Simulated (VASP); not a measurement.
# CsI (Pm-3m) in VASP: a series of runs, part 2 of 2

VASP 6.6.1.

### 3 Relaxation of cell and atoms, r2SCAN

File POSCAR:

```
CsI
1.0
    4.6267950494      0.0000000000      0.0000000000
    0.0000000000      4.6267950494      0.0000000000
    0.0000000000      0.0000000000      4.6267950494
Cs I
1 1
Direct
    0.0000000000      0.0000000000      0.0000000000
    0.5000000000      0.5000000000      0.5000000000
```

File INCAR.step1:

```
SYSTEM = CsI
  PREC = Accurate
  ENCUT = 550
  ISMEAR = -1
  SIGMA = 0.02
  LREAL = .FALSE.
  LASPH = .TRUE.
  NELM = 120
  GGA = PE
  ALGO = Normal
  EDIFF = 1E-5
  LWAVE = .TRUE.
  LCHARG = .FALSE.
  GGA_COMPAT = .FALSE.
  IBRION = 2
  ISIF = 3
  EDIFFG = -0.005
  NELMIN = 4
  NSW = 100
```

File INCAR.step2:

```
SYSTEM = CsI
  PREC = Accurate
  ENCUT = 550
  EDIFF = 1E-7
  ISMEAR = -1
  SIGMA = 0.02
  LREAL = .FALSE.
  LASPH = .TRUE.
  NELM = 120
  ALGO = Normal
  ISIF = 3
  LWAVE = .FALSE.
  LCHARG = .FALSE.
  METAGGA = R2SCAN
  LMIXTAU = .TRUE.
  IBRION = 2
  NSW = 100
  EDIFFG = -0.005
  ISTART = 1
  GGA_COMPAT = .FALSE.
  NELMIN = 4
```

File KPOINTS:

```
regular mesh
0
G
  6 6 6
  0 0 0
```

Potentials or basis: VASP PAW PBE potentials, release 64 (Cs_sv, I).

Command:

```
$ cat potpaw_PBE.64/Cs_sv/POTCAR potpaw_PBE.64/I/POTCAR > POTCAR
$ cp INCAR.step1 INCAR
$ mpirun -np 1 vasp_std > vasp.out
$ cp INCAR.step2 INCAR
$ mpirun -np 1 vasp_std > vasp.out
```

OUTCAR:

```text
SYSTEM = CsI
   PREC = Accurate
   ENCUT = 550
   EDIFF = 1E-7
   ISMEAR = -1
   LREAL = .FALSE.
   LASPH = .TRUE.
   NELM = 120
   ISIF = 3
   METAGGA = R2SCAN
   IBRION = 2
   NSW = 100
   EDIFFG = -0.005
   ISTART = 1
   NELMIN = 4

 ion  position               nearest neighbor table
   1  0.000  0.000  0.000-
   2  0.500  0.500  0.500-

  LATTYP: Found a simple cubic cell.
 ALAT       =     4.6267950494

  Lattice vectors:

 A1 = (   4.6267950494,   0.0000000000,   0.0000000000)
 A2 = (   0.0000000000,   4.6267950494,   0.0000000000)
 A3 = (   0.0000000000,   0.0000000000,   4.6267950494)

Analysis of symmetry for initial positions (statically):
=====================================================================
 Subroutine PRICEL returns:
 Original cell was already a primitive cell.

 Routine SETGRP: Setting up the symmetry group for a
 simple cubic supercell.

 Subroutine GETGRP returns: Found 48 space group operations
[... 9 lines left out ...]

[... 138 lines left out ...]
 NGX is ok and might be reduce to    36
   NGX = 17   NGY = 17   NGZ = 17

--------------------------------------- Ionic step        1  -------------------------------------------

 number of electron      16.0000001 magnetization

 Free energy of the ion-electron system (eV)
  ---------------------------------------------------
  ext. energy  EPLUGINS =         0.00000000
  ---------------------------------------------------
  free energy    TOTEN  =       -53.12579479 eV

  energy without entropy =      -53.12579479  energy(sigma->0) =      -53.12579479

------------------------ aborting loop because EDIFF is reached ----------------------------------------

  FORCE on cell =-STRESS in cart. coord.  units (eV):
  Direction    XX          YY          ZZ          XY          YZ          ZX
  --------------------------------------------------------------------------------------
  -------------------------------------------------------------------------------------
  Total       -0.0564042     -0.0564042     -0.0564042     -0.0000000      0.0000000      0.0000000
  in kB       -0.9123921     -0.9123921     -0.9123921     -0.0000000      0.0000000      0.0000000
  external PRESSURE =      -0.9123921 kB  Pullay stress =       0.0000000 kB
[... 59 lines left out ...]
--------------------------------------- Ionic step        3  -------------------------------------------

 number of electron      16.0000002 magnetization

 Free energy of the ion-electron system (eV)
  ---------------------------------------------------
  ext. energy  EPLUGINS =         0.00000000
  ---------------------------------------------------
  free energy    TOTEN  =       -53.12601896 eV

  energy without entropy =      -53.12601896  energy(sigma->0) =      -53.12601896

 E-fermi :   0.8033     XC(G=0):  -7.9799

 val. band max:        0.3245180891   @ k =   0.5000   0.5000   0.0000
 cond. band min:       4.8069555412   @ k =   0.0000   0.0000   0.0000
 fundamental gap:      4.4824374520
 Fermi energy:         0.8033048289

 k-point     1 :       0.0000    0.0000    0.0000
  band No.  band energies     occupation
      1     -20.6776      2.00000
      2     -10.5925      2.00000
      3      -7.0093      2.00000
      4      -7.0093      2.00000
      5      -7.0093      2.00000
      6       0.2317      2.00000
      7       0.2317      2.00000
      8       0.2317      2.00000
      9       4.8070      0.00000
     10       4.9823      0.00000
     11       4.9823      0.00000
     12       8.6598      0.00000
[... 312 lines left out ...]
  FREE ENERGIE OF THE ION-ELECTRON SYSTEM (eV)
  ---------------------------------------------------
  free  energy   TOTEN  =       -53.1260189626 eV

  energy  without entropy=      -53.1260189626  energy(sigma->0) =      -53.12601896

 reached required accuracy - stopping structural energy minimisation
```

OSZICAR.step1:

```text
N       E                     dE             d eps       ncg     rms          rms(c)
DAV:   1     0.939702681784E+02    0.93970E+02   -0.62130E+03   480   0.113E+03
DAV:   2     0.163501569064E+01   -0.92335E+02   -0.87554E+02   724   0.169E+02
DAV:   3    -0.549019282161E+01   -0.71252E+01   -0.71109E+01   624   0.544E+01
[... 19 lines left out ...]
DAV:   2    -0.544665378936E+01    0.14079E-01   -0.19449E-02   500   0.805E-01    0.256E-01
DAV:   3    -0.544271144255E+01    0.39423E-02   -0.12458E-02   492   0.608E-01    0.149E-01
DAV:   4    -0.544269281607E+01    0.18626E-04   -0.13648E-04   516   0.819E-02    0.125E-01
DAV:   5    -0.544266392437E+01    0.28892E-04   -0.11459E-04   552   0.651E-02    0.116E-02
DAV:   6    -0.544266017809E+01    0.37463E-05   -0.10656E-05   300   0.196E-02
   3 F= -.54426602E+01 E0= -.54426602E+01  d E =-.253502E-02
```

It used 600 s of CPU time on 1 thread of AMD EPYC 7R13 Processor (Zen 3) (shared host).

What came out:

* Free energy: -53.1260 eV
* Relaxed volume: 49.16 Å³/atom
* Relaxed cell: a = 4.615 Å, b = 4.615 Å, c = 4.615 Å, α = 90.00°, β = 90.00°, γ = 90.00°
* Space group after relaxing (to 0.05 Å): Pm-3m (No. 221)
* Energy gained by relaxing: 0.1 meV/atom
* Ionic steps: 3
* Pressure after relaxing: 0.0 GPa
* Band gap on the k mesh: 4.48 eV, indirect (least direct gap 4.58 eV)

The path:
| step | energy change (eV) | largest force (eV/Å) | pressure (GPa) | volume (Å³) |
| --- | --- | --- | --- | --- |
| 1 | 0.0000 | 0.0000 | -0.09 | 99.05 |
| 2 | -0.0002 | 0.0000 | -0.04 | 98.64 |
| 3 | -0.0002 | 0.0000 | 0.00 | 98.31 |

Final structure:
```cif
data_structure
_symmetry_space_group_name_H-M 'P 1'
_symmetry_Int_Tables_number 1
_cell_length_a 4.6153
_cell_length_b 4.6153
_cell_length_c 4.6153
_cell_angle_alpha 90.000
_cell_angle_beta 90.000
_cell_angle_gamma 90.000
_cell_volume 98.31
loop_
_atom_site_label
_atom_site_type_symbol
_atom_site_fract_x
_atom_site_fract_y
_atom_site_fract_z
_atom_site_occupancy
Cs1 Cs 0.00000 0.00000 0.00000 1
I1 I 0.50000 0.50000 0.50000 1
```

Levels at points of the mesh, in eV from the valence-band top:
| k point | band 6 | band 7 | band 8 | band 9 | band 10 | band 11 |
| --- | --- | --- | --- | --- | --- | --- |
| (0.00, 0.00, 0.00) | -0.09 | -0.09 | -0.09 | 4.48 | 4.66 | 4.66 |
| (0.50, 0.00, 0.00) | -1.48 | -0.22 | -0.22 | 5.67 | 7.01 | 7.20 |
| (0.50, 0.50, 0.00) | -0.85 | -0.85 | 0.00 | 4.76 | 5.50 | 6.66 |
| (0.50, 0.50, 0.50) | -1.24 | -1.24 | -1.24 | 7.64 | 7.64 | 7.64 |

Caveat: the PAW data sets were made with another functional, which shifts forces and pressure a little; spin-orbit coupling is left out, which moves the levels of the heavy elements.
